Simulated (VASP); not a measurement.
# TePb in VASP: notebook, part 2 of 3

VASP 6.6.1. Earlier steps stand in the parts before.

### 3 Single point, r2SCAN (32.70 Å³/atom)

This run uses another cell than the first one, of 32.70 Å³/atom.

POSCAR reads:

```
TePb
1.0
    4.0287929844      0.0000000000      0.0000000000
    0.0000000000      4.0287929844      0.0000000000
    0.0000000000      0.0000000000      4.0287929844
Pb Te
1 1
Direct
    0.0000000000      0.0000000000      0.0000000000
    0.5000000000      0.5000000000      0.5000000000
```

INCAR.step1 reads:

```
ALGO = Normal
EDIFF = 1E-5
ENCUT = 550
GGA = PE
GGA_COMPAT = False
ISMEAR = -1
LASPH = True
LCHARG = False
LREAL = False
LWAVE = True
NBANDS = 17
NELM = 120
PREC = Accurate
SIGMA = 0.05
```

INCAR.step2 reads:

```
ALGO = Normal
EDIFF = 1E-6
ENCUT = 550
GGA_COMPAT = False
ISIF = 2
ISMEAR = -1
ISTART = 1
LASPH = True
LCHARG = False
LMIXTAU = True
LREAL = False
LWAVE = False
METAGGA = R2SCAN
NBANDS = 17
NELM = 120
PREC = Accurate
SIGMA = 0.05
```

KPOINTS reads:

```
k-points
0
Gamma
  7 7 7
```

Potentials or basis: VASP PAW PBE potentials, release 64 (Pb_d, Te).

Started as:

```sh
$ cat potpaw_PBE.64/Pb_d/POTCAR potpaw_PBE.64/Te/POTCAR > POTCAR
$ cp INCAR.step1 INCAR
$ mpirun -np 1 vasp_std > vasp.out
$ cp INCAR.step2 INCAR
$ mpirun -np 1 vasp_std > vasp.out
```

Run time: 35 s. Hardware: 1 thread of Intel Xeon 6975P-C (Granite Rapids), shared host; peak memory 0.19 GiB.

It converged, with:

```yaml
Free_energy: -82.1468 eV
Pressure: -1.1 GPa
Band_gap_on_the_k_mesh: zero (bands 10 and 11 overlap by 0.59 eV)
```

Levels at points of the mesh, in eV from the Fermi level:
```tsv
k point	band 7	band 8	band 9	band 10	band 11	band 12	band 13	band 14
(0.00, 0.00, 0.00)	-7.00	-1.64	-1.64	-1.64	4.48	4.48	5.37	5.37
```

Caveat: semilocal functionals underestimate gaps, so a narrow gap can read as zero; the PAW data sets were made with another functional, which shifts forces and pressure a little; spin-orbit coupling is left out, which moves the levels of the heavy elements.

### 4 Single point, PBE (atoms moved at random)

INCAR reads:

```
PREC = Accurate
ENCUT = 400
EDIFF = 1E-7
ISMEAR = 0
SIGMA = 0.02
LREAL = False
LASPH = True
ALGO = Normal
NELM = 100
ISIF = 2
LWAVE = False
LCHARG = False
```

KPOINTS reads:

```
k-points
0
Gamma
  6 6 6
```

POSCAR reads:

```
TePb
1.0
    4.0022870000      0.0000000000      0.0000000000
    0.0000000000      4.0022870000      0.0000000000
    0.0000000000      0.0000000000      4.0022870000
Pb Te
1 1
Direct
    0.0019250000      0.0014740000      0.0027540000
    0.5015840000      0.5032400000      0.5018580000
```

Potentials or basis: VASP PAW PBE potentials, release 64 (Pb_d, Te).

Started as:

```sh
$ cat potpaw_PBE.64/Pb_d/POTCAR potpaw_PBE.64/Te/POTCAR > POTCAR
$ mpirun -np 1 vasp_std > vasp.out
```

OUTCAR:

```text
PREC = Accurate
   ENCUT = 400
   EDIFF = 1E-7
   ISMEAR = 0
   LREAL = False
   LASPH = True
   NELM = 100
   ISIF = 2

 Found    112 irreducible k-points:

 Following reciprocal coordinates:
            Coordinates               Weight
  0.000000  0.000000  0.000000      1.000000
  0.166667  0.000000  0.000000      2.000000
  0.000000  0.166667  0.000000      2.000000
  0.000000  0.000000  0.166667      2.000000
  0.333333  0.000000  0.000000      2.000000
  0.000000  0.333333  0.000000      2.000000
   k-points           NKPTS =    112   k-points in BZ     NKDIM =    112   number of bands    NBANDS=     14
   number of dos      NEDOS =    301   number of ions     NIONS =      2
   total plane-waves  NPLWV =  21952
   dimension x,y,z NGX =    28 NGY =   28 NGZ =   28
   dimension x,y,z NGXF=    56 NGYF=   56 NGZF=   56
   ions per type =               1   1
   NGX,Y,Z   is equivalent  to a cutoff of  11.63, 11.63, 11.63 a.u.
   NGXF,Y,Z  is equivalent  to a cutoff of  23.26, 23.26, 23.26 a.u.
 SYSTEM =  unknown system
   PREC   = accura    normal or accurate (medium, high low for compatibility)
   ISTART =      0    job   : 0-new  1-cont  2-samecut
   ICHARG =      2    charge: 1-file 2-atom 10-const
   ISPIN  =      1    spin polarized calculation?
   LNONCOLLINEAR =      F non collinear calculations
   LSORBIT =      F    spin-orbit coupling
   LASPH  =      T    aspherical Exc in radial PAW
   ENCUT  =  400.0 eV  29.40 Ry    5.42 a.u.   6.53  6.53  6.53*2*pi/ulx,y,z
[... 150 lines left out ...]
      1     -10.7440      2.00000
      2     -10.6949      2.00000
      3     -10.6832      2.00000
      4     -10.6832      2.00000
      5     -10.6627      2.00000
      6      -4.9759      2.00000
      7      -1.9120      2.00000
      8       4.9212      2.00000
      9       5.6947      2.00000
     10       5.6947      2.00000
     11       7.9168      0.00000
     12       9.5505      0.00000
     13       9.5505      0.00000
     14      11.1621      0.00000

 [... further k-points ...]

------------------------ aborting loop because EDIFF is reached ----------------------------------------

  FORCE on cell =-STRESS in cart. coord.  units (eV):
  Direction    XX          YY          ZZ          XY          YZ          ZX
  --------------------------------------------------------------------------------------
  -------------------------------------------------------------------------------------
  Total       -0.1904790     -0.1905633     -0.1904185     -0.0000720     -0.0002186      0.0000778
  in kB       -4.7602858     -4.7623919     -4.7587728     -0.0018000     -0.0054637      0.0019440
  external PRESSURE =      -4.7604835 kB  Pullay stress =       0.0000000 kB

 VOLUME and BASIS-vectors are now :
 -----------------------------------------------------------------------------
  energy-cutoff  :      400.00
  volume of cell :       64.11
      direct lattice vectors                 reciprocal lattice vectors
     4.002287000  0.000000000  0.000000000     0.249857144  0.000000000  0.000000000
     0.000000000  4.002287000  0.000000000     0.000000000  0.249857144  0.000000000
     0.000000000  0.000000000  4.002287000     0.000000000  0.000000000  0.249857144

 POSITION                                       TOTAL-FORCE (eV/Angst)
 -----------------------------------------------------------------------------------
      0.00770      0.00590      0.01102         0.001425     -0.007477      0.003784
      2.00748      2.01411      2.00858        -0.001425      0.007477     -0.003784
 -----------------------------------------------------------------------------------
    total drift:                               -0.000086     -0.000109     -0.000070

  FREE ENERGIE OF THE ION-ELECTRON SYSTEM (eV)
  ---------------------------------------------------
  free  energy   TOTEN  =        -7.0790422912 eV

  energy  without entropy=       -7.0787093996  energy(sigma->0) =       -7.07887585
```

OSZICAR:

```text
N       E                     dE             d eps       ncg     rms          rms(c)
DAV:   1     0.138394456959E+03    0.13839E+03   -0.81451E+03  3158   0.115E+03
DAV:   2     0.249084891972E+01   -0.13590E+03   -0.13342E+03  3304   0.312E+02
DAV:   3    -0.702920759333E+01   -0.95201E+01   -0.93359E+01  4102   0.892E+01
DAV:   4    -0.724857262120E+01   -0.21937E+00   -0.21907E+00  4022   0.163E+01
DAV:   5    -0.725424176134E+01   -0.56691E-02   -0.56687E-02  4336   0.216E+00    0.350E+00
DAV:   6    -0.707854347707E+01    0.17570E+00   -0.49877E-01  4180   0.537E+00    0.223E+00
DAV:   7    -0.707891223421E+01   -0.36876E-03   -0.44917E-02  3516   0.117E+00    0.109E+00
DAV:   8    -0.707892435527E+01   -0.12121E-04   -0.29047E-03  3748   0.654E-01    0.166E-01
DAV:   9    -0.707902105438E+01   -0.96699E-04   -0.18802E-04  3894   0.118E-01    0.552E-02
DAV:  10    -0.707904290149E+01   -0.21847E-04   -0.36868E-05  3712   0.569E-02    0.523E-03
DAV:  11    -0.707904255908E+01    0.34240E-06   -0.19651E-06  4090   0.183E-02    0.182E-03
DAV:  12    -0.707904238437E+01    0.17472E-06   -0.20610E-07  3012   0.576E-03    0.467E-04
DAV:  13    -0.707904229118E+01    0.93189E-07   -0.35732E-08  2024   0.187E-03
   1 F= -.70790423E+01 E0= -.70788758E+01  d E =-.332892E-03
```

stdout:

```text
POSCAR found type information on POSCAR PbTe
 POSCAR found :  2 types and       2 ions
 scaLAPACK will be used
 LDA part: xc-table for (Slater+PW92), standard interpolation
 POSCAR, INCAR and KPOINTS ok, starting setup
 FFT: planning ... GRIDC
 FFT: planning ... GRID_SOFT
 FFT: planning ... GRID
 WAVECAR not read
 entering main loop
```

It took 52 s on 1 thread of Intel Xeon Platinum 8488C (Sapphire Rapids), shared host; peak memory 0.21 GiB.

Results:

```
Free energy            : -7.0790 eV
Pressure               : -0.5 GPa
Largest force          : 0.009 eV/Å
Band gap on the k mesh : zero (bands 10 and 11 overlap by 1.22 eV)
```

Forces in eV/Å, atoms in the order of the input:
```
Pb   0.001 -0.007  0.004
Te  -0.001  0.007 -0.004
```

Caveat: the cell differs from its parent crystal (atoms moved at random); spin-orbit coupling is left out, which moves the levels of the heavy elements.

### 5 Single point, r2SCAN0

POSCAR reads:

```
TePb
1.0
    3.9754252041      0.0000000000      0.0000000000
    0.0000000000      3.9754252041      0.0000000000
    0.0000000000      0.0000000000      3.9754252041
Pb Te
1 1
Direct
    0.0000000000      0.0000000000      0.0000000000
    0.5000000000      0.5000000000      0.5000000000
```

INCAR.step1 reads:

```
  PREC = Accurate
  ENCUT = 520
  EDIFF = 1E-5
  ISMEAR = -1
  SIGMA = 0.05
  LREAL = F
  LASPH = T
  NELM = 60
  ALGO = Normal
  ISIF = 2
  LWAVE = T
  NBANDS = 17
  GGA = PE
```

INCAR.step2 reads:

```
  PREC = Accurate
  ENCUT = 520
  EDIFF = 1E-6
  ISMEAR = -1
  SIGMA = 0.05
  LREAL = F
  LASPH = T
  NELM = 60
  ALGO = Normal
  ISIF = 2
  LWAVE = F
  LCHARG = T
  METAGGA = R2SCAN
  LHFCALC = T
  AEXX = 0.25
  LMIXTAU = T
  PRECFOCK = Normal
  LELF = T
  LVHAR = T
  NBANDS = 17
  ISTART = 1
```

KPOINTS reads:

```
Automatic mesh
0
Gamma
  4 4 4
```

Started as:

```sh
$ cat potpaw_PBE.64/Pb_d/POTCAR potpaw_PBE.64/Te/POTCAR > POTCAR
$ cp INCAR.step1 INCAR
$ mpirun -np 1 vasp_std > vasp.out
$ cp INCAR.step2 INCAR
$ mpirun -np 1 vasp_std > vasp.out
```

Run time: 11 min. Hardware: 1 thread of Intel Xeon Platinum 8259CL at 2.50GHz (Skylake/Cascade Lake), shared host; peak memory 0.19 GiB.

The run converged. Its results:

* Free energy: -66.1596 eV
* Pressure: 0.3 GPa
* Band gap on the k mesh: zero (bands 10 and 11 overlap by 1.59 eV)

Levels at points of the mesh, in eV from the Fermi level:
```csv
k point,band 6,band 7,band 8,band 9,band 10,band 11,band 12,band 13,band 14,band 15
"(0.00, 0.00, 0.00)",-14.34,-7.78,-2.38,-2.38,-2.38,5.07,5.07,6.64,6.64,6.64
"(0.50, 0.00, 0.00)",-12.69,-10.81,-1.19,-0.70,-0.70,0.97,3.12,3.12,6.56,8.18
"(0.50, 0.50, 0.00)",-11.77,-9.35,-5.61,-5.61,0.37,4.57,4.93,4.93,7.36,8.25
"(0.50, 0.50, 0.50)",-11.29,-8.46,-3.36,-3.36,-3.36,-1.22,-1.22,-1.22,15.98,15.98
```

Caveat: the k points lie up to 0.40 Å⁻¹ apart, too coarse for converged energies and pressures of a metal; the PAW data sets were made with another functional, which shifts forces and pressure a little; spin-orbit coupling is left out, which moves the levels of the heavy elements.

(Continued in part 3 of 3.)
